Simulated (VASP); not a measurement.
A run of VASP 6.6.1:

POSCAR

```
Ru
1.0
    2.7058000000      0.0000000000      0.0000000000
   -1.3529000000      2.3432915376      0.0000000000
    0.0000000000      0.0000000000      4.2819000000
Ru
2
Direct
    0.6666666667      0.3333333333      0.7500000000
    0.3333333333      0.6666666667      0.2500000000
```

INCAR.step1

```
PREC = Accurate
ENCUT = 600
ISMEAR = -1
SIGMA = 0.05
LREAL = False
LASPH = True
NELM = 60
GGA = PE
ALGO = Normal
EDIFF = 1E-4
LWAVE = True
LCHARG = False
```

The input INCAR.step2:

```
PREC = Accurate
ENCUT = 600
EDIFF = 1E-6
ISMEAR = -1
SIGMA = 0.05
LREAL = False
LASPH = True
NELM = 60
ALGO = Normal
ISIF = 3
LWAVE = False
LCHARG = False
METAGGA = R2SCAN
LMIXTAU = True
IBRION = 2
NSW = 60
EDIFFG = -0.01
PSTRESS = 100.0
ISTART = 1
```

KPOINTS

```
regular mesh
0
Gamma
  11 11 6
```

Potentials or basis: VASP PAW PBE potentials, release 64 (Ru_pv).

The run is started by

```bash
$ cat potpaw_PBE.64/Ru_pv/POTCAR > POTCAR
$ cp INCAR.step1 INCAR
$ mpirun -np 1 vasp_std > vasp.out
$ cp INCAR.step2 INCAR
$ mpirun -np 1 vasp_std > vasp.out
```

Hardware: 1 thread of Intel(R) Xeon(R) Platinum 8259CL CPU @ 2.50GHz (Skylake/Cascade Lake), with other jobs on the host.

Question: How long does it take, and how much memory?

Answer: Run time: 8.1 min on 1 thread of Intel(R) Xeon(R) Platinum 8259CL CPU @ 2.50GHz (Skylake/Cascade Lake), on a shared host, peak memory 0.19 GiB. Counts: k points 64, ion steps 7.
